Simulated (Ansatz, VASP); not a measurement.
**Two plane-wave programs on BaHfO3**

POSCAR

```
BaHfO3
1.0
    4.1771072226      0.0000000000      0.0000000000
    0.0000000000      4.1771072226      0.0000000000
    0.0000000000      0.0000000000      4.1771072226
Ba Hf O
1 1 3
Direct
    0.5000000000      0.5000000000      0.5000000000
    0.0000000000      0.0000000000      0.0000000000
    0.0000000000      0.5000000000      0.0000000000
    0.5000000000      0.0000000000      0.0000000000
    0.0000000000      0.0000000000      0.5000000000
```

File INCAR.step1:

```
SYSTEM = BaHfO3
PREC = Accurate
ENCUT = 520
ISMEAR = 0
SIGMA = 0.02
LREAL = .False.
LASPH = .True.
NELM = 60
NBANDS = 27
GGA = PE
ALGO = Normal
EDIFF = 1E-4
LWAVE = .True.
LCHARG = .False.
```

File INCAR.step2:

```
SYSTEM = BaHfO3
PREC = Accurate
ENCUT = 520
EDIFF = 1E-7
ISMEAR = 0
SIGMA = 0.02
LREAL = .False.
LASPH = .True.
NELM = 60
ALGO = Normal
ISIF = 2
LWAVE = .False.
LCHARG = .True.
METAGGA = R2SCAN
LMIXTAU = .True.
LELF = .True.
LVHAR = .True.
NBANDS = 27
ISTART = 1
```

KPOINTS

```
Automatic mesh
0
Gamma
  6 6 6
  0 0 0
```

Input for Ansatz:

```yaml
crystal:
  lattice:
    - [4.1771072226, 0.0, 0.0]
    - [0.0, 4.1771072226, 0.0]
    - [0.0, 0.0, 4.1771072226]
  atoms:
    - { symbol: Ba, position: [0.5, 0.5, 0.5] }
    - { symbol: Hf, position: [0.0, 0.0, 0.0] }
    - { symbol: O, position: [0.0, 0.5, 0.0] }
    - { symbol: O, position: [0.5, 0.0, 0.0] }
    - { symbol: O, position: [0.0, 0.0, 0.5] }
basis:
  ecutwfc: 500
kpoints:
  mp_grid: { grid: [6, 6, 6] }
  band_path: { path: [VBM, CBM], npoints: 2 }
hamiltonian:
  xc: r2scan
scf:
  occupations: { method: gaussian, width: 0.02 }
output:
  forces: true
  stress: true
  eigenvalues: true
checkpoint:
  read: start.run
  write: ck
  compress: false
  write_wavefunctions: false
  write_every: 100000
```

Alike in both runs: task single point; functional r2SCAN; k mesh 6 × 6 × 6; occupations gaussian, width 0.02 eV; no spin polarisation.

```csv
,VASP,Ansatz
version,VASP 6.6.1,Ansatz 0.2.0
potentials or method,"VASP PAW PBE potentials, release 64 (Ba_sv, Hf_pv, O), cutoff 520 eV","scalar-relativistic, plane waves, PAW"
valence electrons in the cell,38,54
```

Ansatz gave:

- gap on the k mesh at the Fermi level (eV): 4.19
- least direct gap on the mesh (eV): 4.32
- pressure (GPa): 0.0

Task: Which values does VASP return?

Result: gap on the k mesh at the Fermi level (eV): 4.11; least direct gap on the mesh (eV): 4.35; pressure (GPa): -0.7.

VASP's potentials were made for PBE, not for r2SCAN. VASP's potentials hold 38 valence electrons a cell and Ansatz's 54, so a difference there can come from the potentials and not from the codes.

Spin-orbit coupling is off throughout.
